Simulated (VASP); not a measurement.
# SiC (P6_3mc) in VASP: further runs, part 2 of 2

VASP 6.6.1. The steps go on from the part before.

## Step 3: Single point, PBE (volume scaled by 1.06, then relaxed in part)

INCAR

```
SYSTEM = SiC
PREC     = Accurate       ! precision mode
ENCUT    = 520            ! plane-wave cutoff, eV
EDIFF    = 1E-6           ! SCF threshold, eV
ISMEAR   = 0              ! smearing method
SIGMA    = 0.02           ! smearing width, eV
LREAL    = .False.        ! projectors in reciprocal space
LASPH    = .True.         ! aspherical terms in the spheres
NELM     = 80             ! most SCF steps
ALGO     = Normal         ! electronic algorithm
ISIF     = 2              ! what is computed and relaxed
LWAVE    = .False.        ! write WAVECAR
LCHARG   = .True.         ! write CHGCAR
GGA      = PE             ! functional
LELF     = .True.         ! ELF
LVHAR    = .True.       
NBANDS   = 36             ! bands
```

KPOINTS

```
regular mesh
0
Gamma
  12 12 2
  0 0 0
```

POSCAR

```
SiC
1.0
    1.5776912114     -2.7326205012      0.0000000000
    1.5776912114      2.7326205012      0.0000000000
    0.0000000000      0.0000000000     15.4860648141
Si C
6 6
Direct
    0.1666673760      0.8333326240      0.8577132939
    0.8333326240      0.1666673760      0.3577132939
    0.4999991360      0.5000008640      0.5244663106
    0.5000008640      0.4999991360      0.0244663106
    0.8333337297      0.1666662703      0.6912334238
    0.1666662703      0.8333337297      0.1912334238
    0.5000007595      0.4999992405      0.6498369721
    0.4999992405      0.5000007595      0.1498369721
    0.1666658625      0.8333341375      0.9826797769
    0.8333341375      0.1666658625      0.4826797769
    0.8333329520      0.1666670480      0.8162102228
    0.1666670480      0.8333329520      0.3162102228
```

Potentials or basis: VASP PAW PBE potentials, release 64 (Si, C).

Launch:

```sh
cat potpaw_PBE.64/Si/POTCAR potpaw_PBE.64/C/POTCAR > POTCAR
mpirun -np 1 vasp_std > vasp.out
```

Wall time 4 min (1 thread of Oxide Virtual Turin-like, shared host); peak memory 0.27 GiB.

It converged, with:

* Free energy: -90.1013 eV
* Pressure: -11.1 GPa
* Largest force: 0.008 eV/Å
* Band gap on the k mesh: 2.04 eV, indirect (least direct gap 3.12 eV)

Forces in eV/Å, atoms in the order of the input:
```
Si   0.000  0.000 -0.001
Si   0.000  0.000 -0.001
Si   0.000  0.000 -0.008
Si   0.000  0.000 -0.008
Si   0.000  0.000 -0.002
Si   0.000  0.000 -0.002
C    0.000  0.000  0.008
C    0.000  0.000  0.008
C    0.000  0.000  0.001
C    0.000  0.000  0.001
C    0.000  0.000  0.002
C    0.000  0.000  0.002
```

Levels at points of the mesh, in eV from the valence-band top:
| k point | band 20 | band 21 | band 22 | band 23 | band 24 | band 25 | band 26 | band 27 | band 28 | band 29 |
| --- | --- | --- | --- | --- | --- | --- | --- | --- | --- | --- |
| (0.00, 0.00, 0.00) | -0.30 | -0.30 | -0.04 | 0.00 | 0.00 | 4.56 | 4.74 | 5.11 | 5.47 | 5.61 |
| (0.50, 0.00, 0.00) | -2.19 | -1.75 | -1.72 | -1.60 | -1.08 | 2.04 | 2.19 | 3.09 | 3.74 | 4.38 |
| (0.00, 0.00, 0.50) | -0.62 | -0.09 | -0.09 | -0.09 | -0.09 | 4.63 | 4.63 | 5.34 | 5.34 | 5.86 |
| (0.50, 0.00, 0.50) | -2.26 | -1.66 | -1.66 | -1.27 | -1.27 | 2.06 | 2.06 | 3.31 | 3.31 | 4.47 |

 A k mesh can miss the band edges.

## Step 4: Relaxation of shape and atoms at fixed volume, PBE (volume scaled by 0.88)

INCAR

```
SYSTEM = SiC
  ALGO = Normal
  EDIFF = 1E-6
  EDIFFG = -0.01
  ENCUT = 600
  GGA = PE
  IBRION = 2
  ISIF = 4
  ISMEAR = 0
  LASPH = .True.
  LCHARG = .False.
  LREAL = .False.
  LWAVE = .False.
  NELM = 100
  NSW = 50
  PREC = Accurate
  SIGMA = 0.02
```

KPOINTS

```
k-points
0
Gamma
  12 12 2
  0 0 0
```

POSCAR

```
SiC
1.0
    1.4830677208     -2.5687486435      0.0000000000
    1.4830677208      2.5687486435      0.0000000000
    0.0000000000      0.0000000000     14.5491163058
Si C
6 6
Direct
    0.1666666667      0.8333333333      0.8576929487
    0.8333333333      0.1666666667      0.3576929487
    0.5000000000      0.5000000000      0.5245158018
    0.5000000000      0.5000000000      0.0245158018
    0.8333333333      0.1666666667      0.6911789323
    0.1666666667      0.8333333333      0.1911789323
    0.5000000000      0.5000000000      0.6498326858
    0.5000000000      0.5000000000      0.1498326858
    0.1666666667      0.8333333333      0.9827173044
    0.8333333333      0.1666666667      0.4827173044
    0.8333333333      0.1666666667      0.8162023271
    0.1666666667      0.8333333333      0.3162023271
```

Launch:

```sh
cat potpaw_PBE.64/Si/POTCAR potpaw_PBE.64/C/POTCAR > POTCAR
mpirun -np 1 vasp_std > vasp.out
```

It took 6.2 min on 1 thread of Oxide Virtual Turin-like, shared host; peak memory 0.28 GiB.

The run converged. Its results:

```
Free energy                  : -88.9015 eV
Energy gained by relaxing    : 0.0 meV/atom
Ionic steps                  : 3
Pressure after relaxing      : 34.6 GPa
Largest force after relaxing : 0.004 eV/Å
Band gap on the k mesh       : 1.99 eV, indirect (least direct gap 3.11 eV)
```

Forces on the atoms (eV/Å):
```
Si   0.000  0.000 -0.001
Si   0.000  0.000 -0.001
Si   0.000  0.000  0.000
Si   0.000  0.000  0.000
Si   0.000  0.000 -0.004
Si   0.000  0.000 -0.004
C    0.000  0.000  0.001
C    0.000  0.000  0.001
C    0.000  0.000  0.004
C    0.000  0.000  0.004
C    0.000  0.000 -0.001
C    0.000  0.000 -0.001
```

Final structure:
```cif
data_structure
_symmetry_space_group_name_H-M 'P 1'
_symmetry_Int_Tables_number 1
_cell_length_a 2.9663
_cell_length_b 2.9663
_cell_length_c 14.5479
_cell_angle_alpha 90.000
_cell_angle_beta 90.000
_cell_angle_gamma 120.000
_cell_volume 110.85
loop_
_atom_site_label
_atom_site_type_symbol
_atom_site_fract_x
_atom_site_fract_y
_atom_site_fract_z
_atom_site_occupancy
Si1 Si 0.16667 0.83333 0.85769 1
Si2 Si 0.83333 0.16667 0.35769 1
Si3 Si 0.50000 0.50000 0.52454 1
Si4 Si 0.50000 0.50000 0.02454 1
Si5 Si 0.83333 0.16667 0.69117 1
Si6 Si 0.16667 0.83333 0.19117 1
C1 C 0.50000 0.50000 0.64982 1
C2 C 0.50000 0.50000 0.14982 1
C3 C 0.16667 0.83333 0.98271 1
C4 C 0.83333 0.16667 0.48271 1
C5 C 0.83333 0.16667 0.81620 1
C6 C 0.16667 0.83333 0.31620 1
```

Levels at points of the mesh, in eV from the valence-band top:
| k point | band 22 | band 23 | band 24 | band 25 | band 26 | band 27 |
| --- | --- | --- | --- | --- | --- | --- |
| (0.00, 0.00, 0.00) | -0.03 | 0.00 | 0.00 | 6.20 | 6.35 | 6.81 |
| (0.50, 0.00, 0.00) | -1.87 | -1.75 | -1.12 | 1.99 | 2.24 | 3.41 |
| (0.00, 0.00, 0.50) | -0.10 | -0.10 | -0.10 | 6.26 | 6.26 | 7.02 |
| (0.50, 0.00, 0.50) | -1.78 | -1.35 | -1.35 | 2.07 | 2.07 | 3.62 |

 A k mesh can miss the band edges.

## Step 5: Single point, PBE (volume scaled by 1.10, then relaxed in part)

INCAR

```
SYSTEM = SiC
ALGO = Normal
EDIFF = 1E-7
ENCUT = 520
GGA = PE
ISIF = 2
ISMEAR = 0
LASPH = .TRUE.
LCHARG = .FALSE.
LREAL = .FALSE.
LWAVE = .FALSE.
NBANDS = 36
NELM = 80
PREC = Accurate
SIGMA = 0.02
```

KPOINTS

```
k-points
0
G
  12 12 2
  0 0 0
```

POSCAR

```
SiC
1.0
    1.5972659699     -2.7665632785      0.0000000000
    1.5972659699      2.7665632785      0.0000000000
    0.0000000000      0.0000000000     15.6787477839
Si C
6 6
Direct
    0.1666650116      0.8333349884      0.8577132543
    0.8333349884      0.1666650116      0.3577132543
    0.5000010261      0.4999989739      0.5244456547
    0.4999989739      0.5000010261      0.0244456547
    0.8333315827      0.1666684173      0.6912416608
    0.1666684173      0.8333315827      0.1912416608
    0.5000001753      0.4999998247      0.6498492250
    0.4999998247      0.5000001753      0.1498492250
    0.1666662210      0.8333337790      0.9826732194
    0.8333337790      0.1666662210      0.4826732194
    0.8333326234      0.1666673766      0.8162169858
    0.1666673766      0.8333326234      0.3162169858
```

Launch:

```sh
cat potpaw_PBE.64/Si/POTCAR potpaw_PBE.64/C/POTCAR > POTCAR
mpirun -np 1 vasp_std > vasp.out
```

Wall time 10 min (1 thread of Oxide Virtual Turin-like, shared host); peak memory 0.41 GiB.

Results (log left out):

| Property | Result |
| --- | --- |
| Free energy | -89.6615 eV |
| Pressure | -16.8 GPa |
| Largest force | 0.009 eV/Å |
| Band gap on the k mesh | 2.05 eV, indirect (least direct gap 3.11 eV) |

Forces on the atoms (eV/Å):
```
Si   0.000  0.000  0.000
Si   0.000  0.000  0.000
Si   0.000  0.000 -0.009
Si   0.000  0.000 -0.009
Si   0.000  0.000 -0.002
Si   0.000  0.000 -0.002
C    0.000  0.000  0.009
C    0.000  0.000  0.009
C    0.000  0.000  0.001
C    0.000  0.000  0.001
C    0.000  0.000  0.001
C    0.000  0.000  0.001
```

Levels at points of the mesh, in eV from the valence-band top:
```
           k point  band 20  band 21  band 22  band 23  band 24  band 25  band 26  band 27  band 28  band 29
(0.00, 0.00, 0.00)    -0.29    -0.29    -0.03     0.00     0.00     4.25     4.43     4.78     5.05     5.27
(0.50, 0.00, 0.00)    -2.15    -1.71    -1.69    -1.56    -1.07     2.05     2.18     3.03     3.66     4.23
(0.50, 0.50, 0.00)    -2.15    -1.71    -1.69    -1.56    -1.07     2.05     2.18     3.03     3.66     4.23
(0.00, 0.00, 0.50)    -0.62    -0.09    -0.09    -0.09    -0.09     4.32     4.32     5.02     5.02     5.45
(0.50, 0.00, 0.50)    -2.21    -1.63    -1.63    -1.25    -1.25     2.05     2.05     3.25     3.25     4.28
(0.50, 0.50, 0.50)    -2.21    -1.63    -1.63    -1.25    -1.25     2.05     2.05     3.25     3.25     4.28
```

## Step 6: Overview

```csv
task,cell,cutoff (eV),gap on the mesh (eV),pressure (GPa),largest force (eV/Å)
single point,"a = 3.126, b = 3.126, c = 15.337 Å, angles 90.0, 90.0, 120.0°, 12 atoms",520,2.04,-6.0,0.01
single point,"a = 3.155, b = 3.155, c = 15.486 Å, angles 90.0, 90.0, 120.0°, 12 atoms",520,2.04,-11.1,0.01
relaxation of shape and atoms at fixed volume,"relaxed from a = 2.966, b = 2.966, c = 14.549 Å, angles 90.0, 90.0, 120.0°, 12 atoms",600,1.99,34.6,-
single point,"a = 3.195, b = 3.195, c = 15.679 Å, angles 90.0, 90.0, 120.0°, 12 atoms",520,2.05,-16.8,0.01
```

Alike in all rows: level PBE; potentials or basis VASP PAW PBE potentials, release 64 (Si, C); no spin polarisation; k mesh 12 × 12 × 2; smearing gaussian 0.02 eV.

Total energies depend on the potentials used, so only differences within one code and one set of settings carry meaning.
